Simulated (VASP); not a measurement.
Runs of VASP 6.6.1 on ZnSe. The structure is that of space group I-4m2 (No. 119), or close to it. The cells are those of the table. 

```csv
cell,gap on the mesh (eV),pressure (GPa)
"a = 3.849, b = 3.849, c = 3.686 Å, angles 61.4, 61.4, 57.2°, 2 atoms",2.48,15.7
"a = 4.019, b = 4.019, c = 3.686 Å, angles 62.7, 62.7, 54.6°, 2 atoms",1.85,(a)
"a = 3.934, b = 3.934, c = 3.686 Å, angles 62.1, 62.1, 55.9°, 2 atoms",(b),10.8
"a = 3.767, b = 3.767, c = 3.846 Å, angles 59.3, 59.3, 61.4°, 2 atoms",2.52,15.7
"a = 3.849, b = 3.849, c = 4.006 Å, angles 58.6, 58.6, 62.7°, 2 atoms",2.04,(c)
```

Alike in all rows: task single point; level r2SCAN; potentials or basis VASP PAW PBE potentials, release 64 (Zn, Se); no spin polarisation; k mesh 8 × 8 × 8; cutoff (eV) 520; smearing gaussian 0.05 eV.

Task: Fill in the values left out.

Result: (a) 6.6; (b) 2.17; (c) 6.5.

Caveats: the PAW data sets were made with another functional, which shifts forces and pressure a little; the cell stands under pressure (at least some runs); the stress differs along the axes, from 1 to 9 GPa (at least some runs); the stress differs along the axes, from 7 to 13 GPa (at least some runs).

A k mesh can miss the band edges, and the runs leave out spin-orbit coupling on Se.
